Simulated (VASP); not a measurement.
Here is a VASP 6.6.1 calculation.

INCAR

```
SYSTEM = SnSe
PREC     = Accurate       ! precision mode
ENCUT    = 520            ! plane-wave cutoff, eV
EDIFF    = 1E-6           ! SCF threshold, eV
ISMEAR   = 0              ! smearing method
SIGMA    = 0.05           ! smearing width, eV
LREAL    = .FALSE.        ! projectors in reciprocal space
LASPH    = .TRUE.         ! aspherical terms in the spheres
NELM     = 60             ! most SCF steps
ALGO     = Normal         ! electronic algorithm
ISIF     = 2              ! what is computed and relaxed
LWAVE    = .FALSE.        ! write WAVECAR
LCHARG   = .FALSE.        ! write CHGCAR
NBANDS   = 28             ! bands
```

Contents of KPOINTS:

```
regular mesh
0
G
  6 6 4
  0 0 0
```

Contents of POSCAR:

```
SnSe
1.0
    4.2853274191      0.0000000000      0.0000000000
    0.0000000000      4.2853274191      0.0000000000
    0.0000000000      0.0000000000     10.9906921300
Sn Se
2 2
Direct
    0.5000000000      0.0000000000      0.3546308219
    0.0000000000      0.5000000000      0.6453691781
    0.5000000000      0.0000000000      0.5978422739
    0.0000000000      0.5000000000      0.4021577261
```

Potentials or basis: VASP PAW LDA potentials, release 64 (Sn_d, Se).

The run is started by

```sh
$ cat potpaw_LDA.64/Sn_d/POTCAR potpaw_LDA.64/Se/POTCAR > POTCAR
$ mpirun -np 1 vasp_std > vasp.out
```

Q: What does it give for the largest force?

A: 0.474 eV/Å.

Q: Estimate the band gap on the k mesh.

A: 1.28 eV, indirect (least direct gap 1.35 eV).

Q: Predict the pressure.

A: -2.1 GPa.

Stress tensor (GPa, compression positive):
```
-2.68  0.00  0.00
 0.00 -2.68  0.00
 0.00  0.00 -0.90
```

Caveat: the cell differs from its parent crystal (mode 8 (56.1 1/cm) frozen in, largest displacement -0.200 Å); spin-orbit coupling is left out, which moves the levels of the heavy elements. A k mesh can miss the band edges.
